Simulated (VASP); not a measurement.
Here is a VASP 6.6.1 calculation.

File INCAR:

```
SYSTEM = Ru
PREC = Accurate
ENCUT = 520
EDIFF = 1E-6
ISMEAR = -1
SIGMA = 0.05
LREAL = .FALSE.
LASPH = .TRUE.
NELM = 60
ALGO = Normal
ISIF = 2
LWAVE = .FALSE.
LCHARG = .FALSE.
GGA = B5
ALDAX = 1.0
AGGAX = 1.0
AGGAC = 1.0
ALDAC = 0.0
IVDW = 13
VDW_S6 = 1.0
VDW_S8 = 2.34076671
VDW_A1 = 0.44488865
VDW_A2 = 4.0933009
NBANDS = 21
```

Contents of KPOINTS:

```
Automatic mesh
0
G
  11 11 6
  0 0 0
```

POSCAR

```
Ru
1.0
    2.7588683749      0.0000000000      0.0000000000
   -1.3794341875      2.3892500984      0.0000000000
    0.0000000000      0.0000000000      4.3658801443
Ru
2
Direct
    0.6666666667      0.3333333333      0.7500000000
    0.3333333333      0.6666666667      0.2500000000
```

Potentials or basis: VASP PAW PBE potentials, release 64 (Ru_pv).

Command:

```console
$ cat potpaw_PBE.64/Ru_pv/POTCAR > POTCAR
$ mpirun -np 1 vasp_std > vasp.out
```

Estimate the dispersion energy per atom.

-0.952 eV.

What does it give for the pressure?

-9.4 GPa.

Stress tensor (GPa, compression positive):
```
 -9.10   0.00   0.00
  0.00  -9.10   0.00
  0.00   0.00 -10.13
```

Caveat: the PAW data sets were made with another functional, which shifts forces and pressure a little; pairwise dispersion overbinds metals, which lowers pressure and volume.
